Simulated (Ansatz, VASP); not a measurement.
**TaSbSe in VASP and in Ansatz**

INCAR

```
PREC = Accurate
ENCUT = 600
EDIFF = 1E-6
ISMEAR = -1
SIGMA = 0.05
LREAL = False
LASPH = True
NELM = 80
ALGO = Normal
ISIF = 3
LWAVE = False
LCHARG = False
GGA = PE
IBRION = 2
NSW = 60
EDIFFG = -0.01
```

Contents of KPOINTS:

```
regular mesh
0
Gamma
  7 7 5
```

POSCAR

```
TaSbSe
1.0
    3.6296100000      0.0000000000      0.0000000000
    0.0000000000      3.6296100000      0.0000000000
    0.0000000000      0.0000000000      5.6345500000
Ta Sb Se
1 1 1
Direct
    0.0000000000      0.0000000000      0.0000000000
    0.0000000000      0.0000000000      0.5000000000
    0.5000000000      0.5000000000      0.0000000000
```

input.yaml

```yaml
crystal:
  lattice:
    - [3.62961, 0.0, 0.0]
    - [0.0, 3.62961, 0.0]
    - [0.0, 0.0, 5.63455]
  atoms:
    - { symbol: Ta, position: [0.0, 0.0, 0.0] }
    - { symbol: Sb, position: [0.0, 0.0, 0.5] }
    - { symbol: Se, position: [0.5, 0.5, 0.0] }
hamiltonian:
  xc: pbe
  pseudopotentials: { kind: paw }
kpoints:
  mp_grid: { grid: [7, 7, 5] }
scf:
  occupations: { method: fermi_dirac, width: 0.05 }
output:
  forces: true
  stress: true
  eigenvalues: true
  write_density: true
  write_potential: true
  elf: true
  volumetric_format: npy
relax:
  f_tol: 0.01
  max_steps: 40
  cell: { stress_tol: 0.05 }
```

Alike in both runs: task relaxation of cell and atoms; functional PBE; k mesh 7 × 7 × 5; occupations fermi-dirac, width 0.05 eV; no spin polarisation.

|  | VASP | Ansatz |
| --- | --- | --- |
| version | VASP 6.6.1 | Ansatz 0.2.0 |
| potentials or method | VASP PAW PBE potentials, release 64 (Ta_pv, Sb, Se) | Ansatz PAW |
| plane-wave cutoff (eV) | 600 | 420 |
| valence electrons in the cell | 22 | 44 |

VASP gave:

- gap on the k mesh at the Fermi level, each at its own relaxed structure (eV): none
- relaxed volume (Å³/atom): 24.75
- relaxed cell length with the largest relative difference (Å): 3.629

**Question.** Which values does Ansatz return?

**Answer.** gap on the k mesh at the Fermi level, each at its own relaxed structure (eV): none; relaxed volume (Å³/atom): 24.72; relaxed cell length with the largest relative difference (Å): 3.627.

A gap of «none» marks a metal or a gap that the smearing closes. VASP's potentials hold 22 valence electrons a cell and Ansatz's 44, so a difference there can come from the potentials and not from the codes.

Spin-orbit coupling is off throughout. Noted on Ansatz's run: the plane-wave basis is chosen anew once the cell has moved, so the energies of steps on either side of that aren't comparable.
